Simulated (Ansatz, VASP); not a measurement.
**Ge4H: VASP beside Ansatz**

File INCAR:

```
SYSTEM = Ge4H
  ALGO = Normal
  DIPOL = 0.5 0.5 0.328
  EDIFF = 1E-6
  ENCUT = 520
  GGA = PE
  IDIPOL = 3
  ISIF = 2
  ISMEAR = 0
  IVDW = 12
  LASPH = .TRUE.
  LCHARG = .TRUE.
  LDIPOL = .TRUE.
  LELF = .TRUE.
  LREAL = .FALSE.
  LVACPOTAV = .TRUE.
  LVHAR = .TRUE.
  LWAVE = .FALSE.
  NBANDS = 36
  NELM = 60
  PREC = Accurate
  SIGMA = 0.1
```

Contents of KPOINTS:

```
k-points
0
G
  7 7 1
  0 0 0
```

POSCAR

```
Ge4H
1.0
    4.0303587907      0.0000000000      0.0000000000
    0.0000000000      4.0303587907      0.0000000000
    0.0000000000      0.0000000000     21.6416627718
Ge H
4 1
Direct
    0.0000000000      0.5000000000      0.1848286817
    0.0000000000      0.0000000000      0.2506714513
    0.5000000000      0.0000000000      0.3196569899
    0.5000000000      0.5000000000      0.3854446333
    0.5000000000      1.0000000000      0.5009625594
```

Input for Ansatz:

```yaml
crystal:
  lattice:
    - [4.0303587907, 0.0, 0.0]
    - [0.0, 4.0303587907, 0.0]
    - [0.0, 0.0, 21.6416627718]
  atoms:
    - { symbol: Ge, position: [0.0, 0.5, 0.1848286817] }
    - { symbol: Ge, position: [0.0, 0.0, 0.2506714513] }
    - { symbol: Ge, position: [0.5, 0.0, 0.3196569899] }
    - { symbol: Ge, position: [0.5, 0.5, 0.3854446333] }
    - { symbol: H, position: [0.5, 1.0, 0.5009625594] }
basis:
  ecutwfc: 420
kpoints:
  mp_grid: { grid: [7, 7, 1] }
hamiltonian:
  xc: pbe
  pseudopotentials: { kind: paw, azcp: { folder: soft_1 } }
  dispersion: d3bj
scf:
  occupations: { method: gaussian, width: 0.1 }
output:
  forces: true
  eigenvalues: true
efield:
  axis: 3
  dipole_correction: true
  ramp_width: 0.04
```

Alike in both runs: task single point; functional PBE; dispersion D3(BJ); k mesh 7 × 7 × 1; occupations gaussian, width 0.1 eV; no spin polarisation.

|  | VASP | Ansatz |
| --- | --- | --- |
| version | VASP 6.6.1 | Ansatz 0.2.0 |
| potentials or method | VASP PAW PBE potentials, release 64 (Ge_d, H), cutoff 520 eV | scalar-relativistic, plane waves, PAW |
| valence electrons in the cell | 57 | 57 |

```tsv
	VASP	Ansatz	Ansatz less VASP
gap on the k mesh at the Fermi level (eV)	none	none	-
rms of the force components (eV/Å)	0.310	0.310	-0.0003
work function, face that differs most (eV)	4.90	4.90	-0.002
```

Atom by atom the forces differ by 0.001 eV/Å (rms over components). A gap of «none» marks a metal or a gap that the smearing closes.
